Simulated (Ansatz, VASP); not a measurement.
## One calculation of Sn3Br2, two programs

Contents of INCAR:

```
SYSTEM = Sn3Br2
PREC = Accurate ; ENCUT = 500
EDIFF = 1E-6 ; ISMEAR = 0
SIGMA = 0.1 ; LREAL = .False.
LASPH = .True. ; NELM = 120
ALGO = Normal ; ISIF = 2
LWAVE = .False. ; LCHARG = .False.
GGA = PE ; NBANDS = 36
GGA_COMPAT = .False.
```

File KPOINTS:

```
regular mesh
0
Gamma
  6 6 4
  0 0 0
```

POSCAR

```
Sn3Br2
1.0
    4.6265549792      0.0000000000      0.0000000000
   -2.3132774896      4.0067141440      0.0000000000
    0.0000000000      0.0000000000      7.1981680260
Sn Br
3 2
Direct
    0.0000000000      0.0000000000      0.0000000000
    0.3333333333      0.6666666667      0.6450000000
    0.6666666667      0.3333333333      0.3550000000
    0.3333333333      0.6666666667      0.2450000000
    0.6666666667      0.3333333333      0.7550000000
```

Input for Ansatz:

```yaml
crystal:
  lattice:
    - [4.6265549792, 0.0, 0.0]
    - [-2.3132774896, 4.006714144, 0.0]
    - [0.0, 0.0, 7.198168026]
  atoms:
    - { symbol: Sn, position: [0.0, 0.0, 0.0] }
    - { symbol: Sn, position: [0.3333333333, 0.6666666667, 0.645] }
    - { symbol: Sn, position: [0.6666666667, 0.3333333333, 0.355] }
    - { symbol: Br, position: [0.3333333333, 0.6666666667, 0.245] }
    - { symbol: Br, position: [0.6666666667, 0.3333333333, 0.755] }
basis:
  ecutwfc: 420
kpoints:
  mp_grid: { grid: [6, 6, 4] }
hamiltonian:
  xc: pbe
scf:
  occupations: { method: gaussian, width: 0.1 }
  lower_state_search: "off"
output:
  forces: true
  stress: true
  eigenvalues: true
```

Alike in both runs: task single point; functional PBE; k mesh 6 × 6 × 4; occupations gaussian, width 0.1 eV; no spin polarisation.

```csv
,VASP,Ansatz
version,VASP 6.6.1,Ansatz 0.2.0
potentials or method,"VASP PAW PBE potentials, release 64 (Sn_d, Br), cutoff 500 eV","scalar-relativistic, plane waves, PAW"
valence electrons in the cell,56,56
```

```tsv
	VASP	Ansatz	Ansatz less VASP
gap on the k mesh at the Fermi level (eV)	none	none	-
pressure (GPa)	13.5	13.5	+0.02
traceless stress, the component that is largest in VASP (GPa)	-2.37	-2.36	+0.004
rms of the force components (eV/Å)	0.883	0.882	-0.0012
```

Atom by atom the forces differ by 0.001 eV/Å (rms over components). A gap of «none» marks a metal or a gap that the smearing closes.
